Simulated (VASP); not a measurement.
Write the native input for VASP 6.6.1 that does the following.

| Quantity | Value |
| --- | --- |
| Task | relaxation of cell and atoms |
| Functional | PBEsol |
| Potentials or basis | VASP PAW PBE potentials, release 64 (Ca_sv) |
| Cutoff | 500 eV |
| k mesh | 14 × 14 × 14 |
| Occupations | fermi-dirac, width 0.15 eV |
| Spin | no spin polarisation |
| Dipole correction | no |
| Further INCAR settings | ALGO = Normal; EDIFF = 1e-07; IBRION = 2; EDIFFG = -0.001; NSW = 80; ISIF = 3 |

The structure of Ca lies in POSCAR:

```
Ca
1.0
    0.0000000000      2.7274246342      2.7274246342
    2.7274246342      0.0000000000      2.7274246342
    2.7274246342      2.7274246342      0.0000000000
Ca
1
Direct
    0.0000000000      0.0000000000      0.0000000000
```

These files were run (other wordings do the same):

INCAR

```
SYSTEM = Ca
  PREC = Accurate
  ENCUT = 500
  EDIFF = 1E-7
  ISMEAR = -1
  SIGMA = 0.15
  LREAL = .FALSE.
  LASPH = .TRUE.
  NELM = 120
  ALGO = Normal
  ISIF = 3
  LWAVE = .FALSE.
  LCHARG = .FALSE.
  GGA = PS
  IBRION = 2
  NSW = 80
  EDIFFG = -0.001
  GGA_COMPAT = .FALSE.
  NELMIN = 4
```

KPOINTS

```
Automatic mesh
0
G
  14 14 14
  0 0 0
```

Potentials or basis: VASP PAW PBE potentials, release 64 (Ca_sv).

Launch:

```console
$ cat potpaw_PBE.64/Ca_sv/POTCAR > POTCAR
$ mpirun -np 1 vasp_std > vasp.out
```

It gave:

```json
{"Relaxed volume": "40.69 Å³/atom", "Relaxed cell": "a = 3.861 Å, b = 3.861 Å, c = 3.861 Å, α = 60.00°, β = 60.00°, γ = 60.00°", "Space group after relaxing (to 0.1 Å)": "Fm-3m (No. 225)", "Energy gained by relaxing": "0.0 meV/atom", "Ionic steps": "3", "Pressure after relaxing": "0.0 GPa", "Band gap on the k mesh": "zero (bands 5 and 6 overlap by 0.26 eV)"}
```

Caveat: the PAW data sets were made with another functional, which shifts forces and pressure a little.

It took 93 s on 1 thread of Oxide Virtual Turin-like Processor (shared host), peak memory 0.15 GiB.
